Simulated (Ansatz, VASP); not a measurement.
**ZrSi3O8: VASP beside Ansatz**

The input INCAR:

```
ALGO     = Normal         # electronic algorithm
EDIFF    = 1E-7           # SCF threshold, eV
ENCUT    = 520            # plane-wave cutoff, eV
GGA      = PE             # functional
ISIF     = 2              # what is computed and relaxed
ISMEAR   = 0              # smearing method
LASPH    = True           # aspherical terms in the spheres
LCHARG   = False          # write CHGCAR
LREAL    = False          # projectors in reciprocal space
LWAVE    = False          # write WAVECAR
NBANDS   = 48             # bands
NELM     = 100            # most SCF steps
PREC     = Accurate       # precision mode
SIGMA    = 0.1            # smearing width, eV
```

Contents of KPOINTS:

```
k-points
0
Gamma
  4 4 2
```

POSCAR

```
ZrSi3O8
1.0
    5.5005481000      0.0000000000      0.0000000000
    0.0000000000      5.5005481000      0.0000000000
    0.0000000000      0.0000000000      8.0313462000
Zr Si O
1 3 8
Direct
    0.5000000000      0.5000000000      0.5000000000
    0.0000000000      0.5000000000      0.7804510000
    0.5000000000      0.0000000000      0.2195490000
    0.0000000000      0.0000000000      0.0000000000
    0.0000000000      0.7491400000      0.8914170000
    0.5000000000      0.2339300000      0.3418320000
    0.2339300000      0.5000000000      0.6581680000
    0.7491400000      0.0000000000      0.1085830000
    0.0000000000      0.2508600000      0.8914170000
    0.5000000000      0.7660700000      0.3418320000
    0.7660700000      0.5000000000      0.6581680000
    0.2508600000      0.0000000000      0.1085830000
```

Input for Ansatz:

```yaml
crystal:
  lattice:
    - [5.5005481, 0.0, 0.0]
    - [0.0, 5.5005481, 0.0]
    - [0.0, 0.0, 8.0313462]
  atoms:
    - { symbol: Zr, position: [0.5, 0.5, 0.5] }
    - { symbol: Si, position: [0.0, 0.5, 0.780451] }
    - { symbol: Si, position: [0.5, 0.0, 0.219549] }
    - { symbol: Si, position: [0.0, 0.0, 0.0] }
    - { symbol: O, position: [0.0, 0.74914, 0.891417] }
    - { symbol: O, position: [0.5, 0.23393, 0.341832] }
    - { symbol: O, position: [0.23393, 0.5, 0.658168] }
    - { symbol: O, position: [0.74914, 0.0, 0.108583] }
    - { symbol: O, position: [0.0, 0.25086, 0.891417] }
    - { symbol: O, position: [0.5, 0.76607, 0.341832] }
    - { symbol: O, position: [0.76607, 0.5, 0.658168] }
    - { symbol: O, position: [0.25086, 0.0, 0.108583] }
basis:
  ecutwfc: 420
kpoints:
  mp_grid: { grid: [4, 4, 2] }
hamiltonian:
  xc: pbe
scf:
  occupations: { method: gaussian, width: 0.1 }
  lower_state_search: "off"
output:
  forces: true
  stress: true
  eigenvalues: true
```

Alike in both runs: task single point; functional PBE; k mesh 4 × 4 × 2; occupations gaussian, width 0.1 eV; no spin polarisation.

```csv
,VASP,Ansatz
version,VASP 6.6.1,Ansatz 0.2.0
potentials or method,"VASP PAW PBE potentials, release 64 (Zr_sv, Si, O), cutoff 520 eV","scalar-relativistic, plane waves, PAW"
valence electrons in the cell,72,72
```

Ansatz gave:

* gap on the k mesh at the Fermi level (eV): 4.66
* least direct gap on the mesh (eV): 4.70
* pressure (GPa): 0.0
* rms of the force components (eV/Å): 0.003

Q: What did VASP give for the same quantities?

A: gap on the k mesh at the Fermi level (eV): 4.66; least direct gap on the mesh (eV): 4.70; pressure (GPa): 0.1; rms of the force components (eV/Å): 0.009.

Atom by atom the forces differ by 0.009 eV/Å (rms over components).
